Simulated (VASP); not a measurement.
ZnS, 28 atoms in the cell. Symmetry: P3m1, No. 156, trigonal system. The conventional cell has a = 3.808 Å, b = 3.808 Å, c = 43.599 Å, α = 90.00°, β = 90.00°, γ = 120.00°. Within 3.1 Å of Zn (site symmetry 3m) lie 4 S at 2.33 Å. Zn (site symmetry 3m) has 4 S at 2.33 Å within 3.1 Å. Within 3.1 Å of Zn (site symmetry 3m) lie 4 S at 2.33 Å. Within 3.1 Å of Zn (site symmetry 3m) lie 4 S at 2.33 to 2.34 Å. Zn (site symmetry 3m) has 4 S at 2.33 Å within 3.1 Å. Zn (site symmetry 3m) has 4 S at 2.33 Å within 3.1 Å. Within 3.1 Å of Zn (site symmetry 3m) lie 4 S at 2.33 Å. Zn (site symmetry 3m) has 4 S at 2.33 Å within 3.1 Å. 

| Property | Result |
| --- | --- |
| Program | VASP 6.6.1 |
| Task | electric field gradients |
| Functional | PBE |
| Potentials or basis | VASP PAW PBE potentials, release 64 (Zn, S) |
| Cutoff | 520 eV |
| k mesh | 8 × 8 × 1 |
| Occupations | fermi-dirac, width 0.02 eV |
| Spin | no spin polarisation |
| Dipole correction | no |
| Further INCAR settings | LREAL = Auto; ALGO = Normal; EDIFF = 1e-08; NBANDS = 146 |

Potentials or basis: VASP PAW PBE potentials, release 64 (Zn, S).

Launch:

```console
$ cat potpaw_PBE.64/Zn/POTCAR potpaw_PBE.64/S/POTCAR > POTCAR
$ mpirun -np 1 vasp_std > vasp.out
```

Hardware: 1 thread of Intel(R) Xeon(R) 6975P-C (Granite Rapids), with other jobs on the host.

Q: How long does it take, and how much memory?

A: Wall time 34 min on 1 thread of Intel(R) Xeon(R) 6975P-C (Granite Rapids), with other jobs on the host, peak memory 0.84 GiB. Counts: scf iterations 49, k points 10.
